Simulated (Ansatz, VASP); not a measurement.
**BN: VASP beside Ansatz**

File INCAR:

```
PREC = Accurate ; ENCUT = 600
EDIFF = 1E-6 ; ISMEAR = 0
SIGMA = 0.01 ; LREAL = F
LASPH = T ; NELM = 200
ALGO = Normal ; ISIF = 2
LWAVE = F ; LCHARG = T
LNONCOLLINEAR = T ; MAGMOM = 0 0 0 0 0 0
LORBIT = 11 ; LSORBIT = T
GGA_COMPAT = F ; LORBMOM = T
GGA = PS ; LVHAR = T
NBANDS = 20
```

Contents of KPOINTS:

```
regular mesh
0
Gamma
  10 10 10
```

POSCAR

```
BN
1.0
    0.0000000000      1.8025484886      1.8025484886
    1.8025484886      0.0000000000      1.8025484886
    1.8025484886      1.8025484886      0.0000000000
B N
1 1
Direct
    0.0000000000      0.0000000000      0.0000000000
    0.2500000000      0.2500000000      0.2500000000
```

Input for Ansatz:

```yaml
crystal:
  lattice:
    - [0.0, 1.8025484886, 1.8025484886]
    - [1.8025484886, 0.0, 1.8025484886]
    - [1.8025484886, 1.8025484886, 0.0]
  atoms:
    - { symbol: B, position: [0.0, 0.0, 0.0] }
    - { symbol: "N", position: [0.25, 0.25, 0.25] }
basis:
  ecutwfc: 420
kpoints:
  mp_grid: { grid: [10, 10, 10] }
  band_path:
    path:
      - [0.0, 0.0, 0.0]
      - [0.0, 0.0, 0.0]
      - [0.0, 0.0, 0.0]
      - [0.0, 0.0, 0.0]
      - [0.0, 0.0, 0.0]
      - [0.0, 0.0, 0.0]
      - [0.0, 0.0, 0.0]
      - [0.0, 0.0, 0.0]
      - [0.0, 0.0, 0.0]
      - [0.0, 0.0, 0.0]
      - [0.0, 0.0, 0.0]
      - [0.0, 0.0, 0.0]
      - [0.0, 0.0, 0.0]
      - [0.0, 0.0, 0.0]
      - [0.0, 0.0, 0.0]
      - [0.0, 0.0, 0.0]
      - [0.0, 0.0, 0.0]
      - [0.0, 0.0, 0.0]
      - [0.0, 0.0, 0.0]
      - [0.0, 0.0, 0.0]
      - [0.0, 0.0, 0.0]
      - [0.0, 0.0, 0.0]
      - [0.0, 0.0, 0.0]
      - [0.0, 0.0, 0.0]
      - [0.0, 0.0, 0.0]
      - [0.0, 0.0, 0.0]
      - [0.3, 0.3, 0.0]
      - [0.3166666667, 0.3166666667, 0.0]
      - [0.3333333333, 0.3333333333, 0.0]
      - [0.35, 0.35, 0.0]
      - [0.3666666667, 0.3666666667, 0.0]
      - [0.3833333333, 0.3833333333, 0.0]
      - [0.4, 0.4, 0.0]
      - [0.4166666667, 0.4166666667, 0.0]
      - [0.4333333333, 0.4333333333, 0.0]
      - [0.45, 0.45, 0.0]
      - [0.4666666667, 0.4666666667, 0.0]
      - [0.4833333333, 0.4833333333, 0.0]
      - [0.5, 0.5, 0.0]
      - [0.5, 0.5, 0.5]
      - [0.5, 0.5, 0.5]
      - [0.5, 0.5, 0.5]
      - [0.5, 0.5, 0.5]
      - [0.5, 0.5, 0.5]
      - [0.5, 0.5, 0.5]
      - [0.5, 0.5, 0.5]
      - [0.5, 0.5, 0.5]
      - [0.5, 0.5, 0.5]
      - [0.5, 0.5, 0.5]
      - [0.5, 0.5, 0.5]
      - [0.5, 0.5, 0.5]
      - [0.5, 0.5, 0.5]
    npoints: 1
hamiltonian:
  xc: pbesol
  pseudopotentials: { kind: paw_fr, azcp: { folder: soft_1 } }
scf:
  occupations: { method: fixed }
  n_extra_bands: 10
output:
  eigenvalues: true
magnetization:
  noncollinear: true
  spin_orbit: true
```

Alike in both runs: task single point; functional PBEsol; k mesh 10 × 10 × 10; non-collinear spin, spin-orbit coupling.

```csv
,VASP,Ansatz
version,VASP 6.6.1,Ansatz 0.2.0
potentials or method,"VASP PAW PBE potentials, release 64 (B, N), cutoff 600 eV","plane waves, PAW"
occupations,"gaussian, width 0.01 eV",fixed
valence electrons in the cell,8,8
```

|  | VASP | Ansatz | Ansatz less VASP |
| --- | --- | --- | --- |
| net moment per atom (μB) | 0.00 | 0.00 | 0.000 |

VASP's potentials were made for PBE, not for PBEsol, and Ansatz warns of the same on its side.
